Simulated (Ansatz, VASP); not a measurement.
**Si in VASP and in Ansatz**

File INCAR:

```
SYSTEM = Si
  PREC = Accurate
  ENCUT = 500
  EDIFF = 1E-6
  ISMEAR = 0
  SIGMA = 0.01
  LREAL = .FALSE.
  LASPH = .TRUE.
  NELM = 120
  ALGO = Normal
  ISIF = 2
  LWAVE = .FALSE.
  LCHARG = .FALSE.
  GGA = PS
  NBANDS = 11
  GGA_COMPAT = .FALSE.
```

KPOINTS

```
regular mesh
0
G
  10 10 10
  0 0 0
```

File POSCAR:

```
Si
1.0
    0.0000000000      2.7168304308      2.7168304308
    2.7168304308      0.0000000000      2.7168304308
    2.7168304308      2.7168304308      0.0000000000
Si
2
Direct
    0.0000000000      0.0000000000      0.0000000000
    0.2500000000      0.2500000000      0.2500000000
```

Input for Ansatz:

```yaml
crystal:
  lattice:
    - [0.0, 2.7168304308, 2.7168304308]
    - [2.7168304308, 0.0, 2.7168304308]
    - [2.7168304308, 2.7168304308, 0.0]
  atoms:
    - { symbol: Si, position: [0.0, 0.0, 0.0] }
    - { symbol: Si, position: [0.25, 0.25, 0.25] }
basis:
  ecutwfc: 420
kpoints:
  mp_grid: { grid: [10, 10, 10] }
  band_path:
    path:
      - [0.0, 0.0, 0.0]
      - [0.0, 0.0, 0.0]
      - [0.0, 0.0, 0.0]
      - [0.0, 0.0, 0.0]
      - [0.0, 0.0, 0.0]
      - [0.0, 0.0, 0.0]
      - [0.0, 0.0, 0.0]
      - [0.0, 0.0, 0.0]
      - [0.0, 0.0, 0.0]
      - [0.0, 0.0, 0.0]
      - [0.0, 0.0, 0.0]
      - [0.0, 0.0, 0.0]
      - [0.0, 0.0, 0.0]
      - [0.0, 0.0, 0.0]
      - [0.0, 0.0, 0.0]
      - [0.0, 0.0, 0.0]
      - [0.0, 0.0, 0.0]
      - [0.0, 0.0, 0.0]
      - [0.0, 0.0, 0.0]
      - [0.0, 0.0, 0.0]
      - [0.0, 0.0, 0.0]
      - [0.0, 0.0, 0.0]
      - [0.0, 0.0, 0.0]
      - [0.0, 0.0, 0.0]
      - [0.0, 0.0, 0.0]
      - [0.0, 0.0, 0.0]
      - [0.3, 0.3, 0.0]
      - [0.3166666667, 0.3166666667, 0.0]
      - [0.3333333333, 0.3333333333, 0.0]
      - [0.35, 0.35, 0.0]
      - [0.3666666667, 0.3666666667, 0.0]
      - [0.3833333333, 0.3833333333, 0.0]
      - [0.4, 0.4, 0.0]
      - [0.4166666667, 0.4166666667, 0.0]
      - [0.4333333333, 0.4333333333, 0.0]
      - [0.45, 0.45, 0.0]
      - [0.4666666667, 0.4666666667, 0.0]
      - [0.4833333333, 0.4833333333, 0.0]
      - [0.5, 0.5, 0.0]
      - [0.5, 0.5, 0.5]
      - [0.5, 0.5, 0.5]
      - [0.5, 0.5, 0.5]
      - [0.5, 0.5, 0.5]
      - [0.5, 0.5, 0.5]
      - [0.5, 0.5, 0.5]
      - [0.5, 0.5, 0.5]
      - [0.5, 0.5, 0.5]
      - [0.5, 0.5, 0.5]
      - [0.5, 0.5, 0.5]
      - [0.5, 0.5, 0.5]
      - [0.5, 0.5, 0.5]
      - [0.5, 0.5, 0.5]
    npoints: 1
hamiltonian:
  xc: pbesol
scf:
  occupations: { method: fixed }
  n_extra_bands: 5
output:
  eigenvalues: true
```

Alike in both runs: task single point; functional PBEsol; k mesh 10 × 10 × 10; no spin polarisation.

|  | VASP | Ansatz |
| --- | --- | --- |
| version | VASP 6.6.1 | Ansatz 0.2.0 |
| potentials or method | VASP PAW PBE potentials, release 64 (Si), cutoff 500 eV | scalar-relativistic, plane waves, PAW |
| occupations | gaussian, width 0.01 eV | fixed |
| valence electrons in the cell | 8 | 8 |

```csv
,VASP,Ansatz,Ansatz less VASP
gap on the k mesh at the Fermi level (eV),0.47,0.47,+0.005
least direct gap on the mesh (eV),2.52,2.52,+0.003
```

VASP's potentials were made for PBE, not for PBEsol.
